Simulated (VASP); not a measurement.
# Ti (Fm-3m) in VASP: a series of runs

Ti is run at these levels: PBE+D3(BJ); tasks: single point, relaxation of cell and atoms.

Everything below comes from runs of VASP 6.6.1. Logs are shortened: lines on timing, memory, paths and dates and some standing lists are left out, and cuts for length are marked.

### Step 1. The cell of the first run

The structure is cubic, space group Fm-3m (No. 225). Conventional cell: a = 4.038 Å, b = 4.038 Å, c = 4.038 Å, α = 90.00°, β = 90.00°, γ = 90.00°. Ti (site symmetry m-3m) has 12 Ti at 2.85 Å within 3.8 Å.

### Step 2. Single point, PBE+D3(BJ)

Contents of INCAR:

```
SYSTEM = Ti
PREC = Accurate
ENCUT = 520
EDIFF = 1E-7
ISMEAR = 0
SIGMA = 0.1
LREAL = .False.
LASPH = .True.
NELM = 100
ALGO = Normal
ISIF = 2
LWAVE = .False.
LCHARG = .True.
GGA = PE
IVDW = 12
LELF = .True.
LVHAR = .True.
NBANDS = 12
```

Contents of KPOINTS:

```
Automatic mesh
0
Gamma
  18 18 18
  0 0 0
```

Contents of POSCAR:

```
Ti
1.0
    0.0000000000      2.0187761224      2.0187761224
    2.0187761224      0.0000000000      2.0187761224
    2.0187761224      2.0187761224      0.0000000000
Ti
1
Direct
    0.0000000000      0.0000000000      0.0000000000
```

Potentials or basis: VASP PAW PBE potentials, release 64 (Ti_sv).

Started as:

```
$ cat potpaw_PBE.64/Ti_sv/POTCAR > POTCAR
$ mpirun -np 1 vasp_std > vasp.out
```

OUTCAR:

```text
SYSTEM = Ti
   PREC = Accurate
   ENCUT = 520
   EDIFF = 1E-7
   ISMEAR = 0
   LREAL = .False.
   LASPH = .True.
   NELM = 100
   ISIF = 2
   GGA = PE
   IVDW = 12
 IVDW          = 12

 ion  position               nearest neighbor table
   1  0.000  0.000  0.000-

  LATTYP: Found a face centered cubic cell.
 ALAT       =     4.0375522448

  Lattice vectors:

 A1 = (   0.0000000000,   2.0187761224,   2.0187761224)
 A2 = (   2.0187761224,   0.0000000000,   2.0187761224)
 A3 = (   2.0187761224,   2.0187761224,   0.0000000000)

Analysis of symmetry for initial positions (statically):
=====================================================================
 Subroutine PRICEL returns:
 Original cell was already a primitive cell.

 Routine SETGRP: Setting up the symmetry group for a
 face centered cubic supercell.

 Subroutine GETGRP returns: Found 48 space group operations
 (whereof 48 operations were pure point group operations)
 out of a pool of 48 trial point group operations.

The static configuration has the point symmetry O_h .

Analysis of symmetry for dynamics (positions and initial velocities):
=====================================================================
 Subroutine PRICEL returns:
 Original cell was already a primitive cell.

 Routine SETGRP: Setting up the symmetry group for a
 face centered cubic supercell.

 Subroutine GETGRP returns: Found 48 space group operations
 (whereof 48 operations were pure point group operations)
 out of a pool of 48 trial point group operations.

The dynamic configuration has the point symmetry O_h .

 Subroutine INISYM returns: Found 48 space group operations
 (whereof 48 operations are pure point group operations),
 and found     1 'primitive' translations

----------------------------------------------------------------------------------------

                                     Primitive cell

  volume of cell :      16.4549

  direct lattice vectors                    reciprocal lattice vectors
     0.000000000  2.018776122  2.018776122    -0.247674814  0.247674814  0.247674814
     2.018776122  0.000000000  2.018776122     0.247674814 -0.247674814  0.247674814
     2.018776122  2.018776122  0.000000000     0.247674814  0.247674814 -0.247674814

  length of vectors
     2.854980572  2.854980572  2.854980572     0.428985361  0.428985361  0.428985361

  position of ions in fractional coordinates (direct lattice)
     0.000000000  0.000000000  0.000000000

  ion indices of the primitive-cell ions
   primitive index   ion index
                 1           1

----------------------------------------------------------------------------------------

 KPOINTS: Automatic mesh

Automatic generation of k-mesh.
 Grid dimensions read from file:
 generate k-points for:   18   18   18

 Generating k-lattice:

  Cartesian coordinates                     Fractional coordinates (reciprocal lattice)
    -0.013759712  0.013759712  0.013759712     0.055555556  0.000000000  0.000000000
     0.013759712 -0.013759712  0.013759712     0.000000000  0.055555556  0.000000000
     0.013759712  0.013759712 -0.013759712     0.000000000  0.000000000  0.055555556

  Length of vectors
     0.023832520  0.023832520  0.023832520

  Shift w.r.t. Gamma in fractional coordinates (k-lattice)
     0.000000000  0.000000000  0.000000000

 Subroutine IBZKPT returns following result:
 ===========================================

 Found    195 irreducible k-points:

 Following reciprocal coordinates:
            Coordinates               Weight
  0.000000  0.000000  0.000000      1.000000
  0.055556  0.000000  0.000000      8.000000
  0.111111  0.000000  0.000000      8.000000
  0.166667  0.000000  0.000000      8.000000
  0.222222  0.000000  0.000000      8.000000
  0.277778  0.000000  0.000000      8.000000
[... 16 lines left out ...]
 -0.277778  0.055556  0.000000     24.000000
 -0.222222  0.055556  0.000000     24.000000
 [... further k-points ...]
   k-points           NKPTS =    195   k-points in BZ     NKDIM =    195   number of bands    NBANDS=     12
   number of dos      NEDOS =    301   number of ions     NIONS =      1
   total plane-waves  NPLWV =  13824
   dimension x,y,z NGX =    24 NGY =   24 NGZ =   24
   dimension x,y,z NGXF=    48 NGYF=   48 NGZF=   48
   ions per type =               1
   NGX,Y,Z   is equivalent  to a cutoff of  13.98, 13.98, 13.98 a.u.
   NGXF,Y,Z  is equivalent  to a cutoff of  27.95, 27.95, 27.95 a.u.
 SYSTEM =  Ti
   PREC   = accura    normal or accurate (medium, high low for compatibility)
   ISTART =      0    job   : 0-new  1-cont  2-samecut
   ICHARG =      2    charge: 1-file 2-atom 10-const
   ISPIN  =      1    spin polarized calculation?
   LNONCOLLINEAR =      F non collinear calculations
   LSORBIT =      F    spin-orbit coupling
   LASPH  =      T    aspherical Exc in radial PAW
   ENCUT  =  520.0 eV  38.22 Ry    6.18 a.u.   5.31  5.31  5.31*2*pi/ulx,y,z
   NELM   =    100;   NELMIN=  2; NELMDL= -5     # of ELM steps
   EDIFF  = 0.1E-06   stopping-criterion for ELM
   LREAL  =      F    real-space projection
   EDIFFG = 0.1E-05   stopping-criterion for IOM
   NSW    =      0    number of steps for IOM
   IBRION =     -1    ionic relax: 0-MD 1-quasi-New 2-CG
   NFREE  =      0    steps in history (QN), initial steepest desc. (CG)
   ISIF   =      2    stress and relaxation
   ISYM   =      2    0-nonsym 1-usesym 2-fastsym
   POTIM  = 0.5000    time-step for ionic-motion
   TEBEG  =    0.0;   TEEND  =   0.0 temperature during run
   PSTRESS=    0.0 pullay stress
   NELECT =      12.0000    total number of electrons
   NUPDOWN=      -1.0000    fix difference up-down
   EMIN   =  10.00;   EMAX   =-10.00  energy-range for DOS
   EFERMI =   0.00;   METHOD = LEGACY
   ISMEAR =     0;   SIGMA  =   0.10  broadening in eV -4-tet -1-fermi 0-gaus
   EFERMI_NEDOS =   21; number of points for ismear=-14 and -15
   IALGO  =     38    algorithm
   IMIX   =      4    mixing-type and parameters
     AMIX     =   0.40;   BMIX     =  1.00
     AMIX_MAG =   1.60;   BMIX_MAG =  1.00
  volume/ion in A,a.u.               =      16.45       111.04
  Fermi-wavevector in a.u.,A,eV,Ry     =   1.473569  2.784641 29.543759  2.171405
  Thomas-Fermi vector in A             =   2.588446
   LORBIT       =      0    0 simple, 1 ext, 2 COOP (PROOUT), +10 PAW based schemes
   GGA     = PE    functional components
   LHFCALC =     F    Hartree Fock is set to
   AEXX    =    0.0000 exact exchange contribution
   IVDW    =    12    specifies the selected vdW correction
   LEPSILON=     F    determine dielectric tensor
   LRPA    =     F    only Hartree local field effects (RPA)
 non-spin polarized calculation
 Gauss-broadening in eV      SIGMA  =   0.10
  energy-cutoff  :      520.00
  volume of cell :       16.45
 maximum number of plane-waves:       459
 NGX is ok and might be reduce to    24
   NGX = 11   NGY = 11   NGZ = 11

 number of electron      12.0000001 magnetization

 Free energy of the ion-electron system (eV)
  ---------------------------------------------------
  ext. energy  EPLUGINS =         0.00000000
  ---------------------------------------------------
  free energy    TOTEN  =        -7.76549905 eV

  energy without entropy =       -7.75713717  energy(sigma->0) =       -7.76131811

 E-fermi :   8.8098     XC(G=0): -11.7550

 val. band max:        8.8079728554   @ k =  -0.3333   0.3333   0.1111
 cond. band min:       8.8127377078   @ k =  -0.1111   0.1667   0.0556
 fundamental gap:      0.0047648524
 Fermi energy:         8.8098396806

 k-point     1 :       0.0000    0.0000    0.0000
  band No.  band energies     occupation
      1     -47.8116      2.00000
      2     -23.6032      2.00000
      3     -23.6032      2.00000
      4     -23.6032      2.00000
      5       2.5847      2.00000
      6       9.7156      0.00000
      7       9.7156      0.00000
      8       9.7156      0.00000
      9      11.4713      0.00000
     10      11.4713      0.00000
     11      24.3545      0.00000
     12      29.0981      0.00000

 k-point     2 :       0.0556    0.0000    0.0000
  band No.  band energies     occupation
      1     -47.8071      2.00000
      2     -23.6282      2.00000
      3     -23.6063      2.00000
      4     -23.6063      2.00000
      5       2.6902      2.00000
      6       9.6485      0.00000
      7       9.7547      0.00000
      8       9.7547      0.00000
      9      11.4451      0.00000
     10      11.4451      0.00000
     11      24.4540      0.00000
     12      28.2531      0.00000

 k-point     3 :       0.1111    0.0000    0.0000
  band No.  band energies     occupation
      1     -47.7941      2.00000
      2     -23.6998      2.00000
      3     -23.6151      2.00000
      4     -23.6151      2.00000
      5       2.9990      2.00000
      6       9.4659      0.00000
      7       9.8565      0.00000
      8       9.8565      0.00000
      9      11.3861      0.00000
     10      11.3861      0.00000
     11      24.6572      0.00000
     12      26.7402      0.00000

 k-point     4 :       0.1667    0.0000    0.0000
  band No.  band energies     occupation
      1     -47.7741      2.00000
      2     -23.8084      2.00000
      3     -23.6286      2.00000
      4     -23.6286      2.00000
      5       3.4867      2.00000
      6       9.2177      0.00000
      7       9.9686      0.00000
      8       9.9686      0.00000
      9      11.3558      0.00000
     10      11.3558      0.00000
     11      24.4028      0.00000
     12      25.5974      0.00000

 k-point     5 :       0.2222    0.0000    0.0000
  band No.  band energies     occupation
      1     -47.7494      2.00000
      2     -23.9399      2.00000
      3     -23.6452      2.00000
      4     -23.6452      2.00000
      5       4.1078      2.00000
      6       8.9729      0.02114
      7      10.0096      0.00000
      8      10.0096      0.00000
      9      11.4431      0.00000
     10      11.4431      0.00000
     11      23.0744      0.00000
     12      25.3284      0.00000
[... 228 lines left out ...]
      1     -47.6702      2.00000
      2     -24.3289      2.00000
      3     -23.7192      2.00000
      4     -23.6933      2.00000
      5       6.0029      2.00000
      6       9.0647      0.00031
      7       9.6248      0.00000
      8       9.7205      0.00000
      9      12.2607      0.00000
     10      12.6738      0.00000
     11      18.4837      0.00000
     12      23.9317      0.00000

 k-point    22 :      -0.3333    0.0556    0.0000
  band No.  band energies     occupation
      1     -47.6882      2.00000
      2     -24.2391      2.00000
      3     -23.7097      2.00000
      4     -23.6782      2.00000
      5       5.6499      2.00000
      6       8.8158      0.93253
      7       9.7157      0.00000
      8       9.8310      0.00000
      9      11.9124      0.00000
     10      12.4005      0.00000
     11      19.6882      0.00000
     12      24.3197      0.00000

 k-point    23 :      -0.2778    0.0556    0.0000
  band No.  band energies     occupation
      1     -47.7117      2.00000
      2     -24.1212      2.00000
      3     -23.6951      2.00000
      4     -23.6607      2.00000
      5       5.0845      2.00000
      6       8.7416      1.66524
      7       9.8497      0.00000
      8       9.9655      0.00000
      9      11.5458      0.00000
     10      12.0746      0.00000
     11      21.1102      0.00000
     12      24.7793      0.00000

 k-point    24 :      -0.2222    0.0556    0.0000
  band No.  band energies     occupation
      1     -47.7376      2.00000
      2     -23.9885      2.00000
      3     -23.6769      2.00000
      4     -23.6427      2.00000
      5       4.4139      2.00000
      6       8.8553      0.52042
      7       9.9616      0.00000
      8      10.0675      0.00000
      9      11.2552      0.00000
     10      11.7752      0.00000
     11      22.6213      0.00000
     12      25.1630      0.00000

 [... further k-points ...]

------------------------ aborting loop because EDIFF is reached ----------------------------------------

 Edisp (eV)   -0.63658

 E8    (eV) :    -0.3023

  FORCE on cell =-STRESS in cart. coord.  units (eV):
  Direction    XX          YY          ZZ          XY          YZ          ZX
  --------------------------------------------------------------------------------------
  -------------------------------------------------------------------------------------
  Total      -0.03598    -0.03598    -0.03598     0.00000     0.00000    -0.00000
  in kB      -3.50342    -3.50342    -3.50342     0.00000     0.00000    -0.00000
  external pressure =       -3.50 kB  Pullay stress =        0.00 kB

 VOLUME and BASIS-vectors are now :
 -----------------------------------------------------------------------------
  energy-cutoff  :      520.00
  volume of cell :       16.45
      direct lattice vectors                 reciprocal lattice vectors
     0.000000000  2.018776122  2.018776122    -0.247674814  0.247674814  0.247674814
     2.018776122  0.000000000  2.018776122     0.247674814 -0.247674814  0.247674814
     2.018776122  2.018776122  0.000000000     0.247674814  0.247674814 -0.247674814

 POSITION                                       TOTAL-FORCE (eV/Angst)
 -----------------------------------------------------------------------------------
      0.00000      0.00000      0.00000         0.000000      0.000000      0.000000
 -----------------------------------------------------------------------------------
    total drift:                                0.000000     -0.000000     -0.000000

  FREE ENERGIE OF THE ION-ELECTRON SYSTEM (eV)
  ---------------------------------------------------
  free  energy   TOTEN  =        -8.4020757008 eV

  energy  without entropy=       -8.3937138210  energy(sigma->0) =       -8.39789476
```

It took 37 s on 1 thread of AMD EPYC 7R43 (Zen 3), shared host; peak memory 0.13 GiB.

Results:

- Free energy: -8.4021 eV
- Pressure: -0.4 GPa
- Band gap on the k mesh: zero (band 6 reaches 9.72 eV, above the bottom of band 7 at 8.35 eV)
- Dispersion energy per atom: -0.637 eV

Caveat: pairwise dispersion overbinds metals, which lowers pressure and volume.

(Continued in part 2 of 2.)
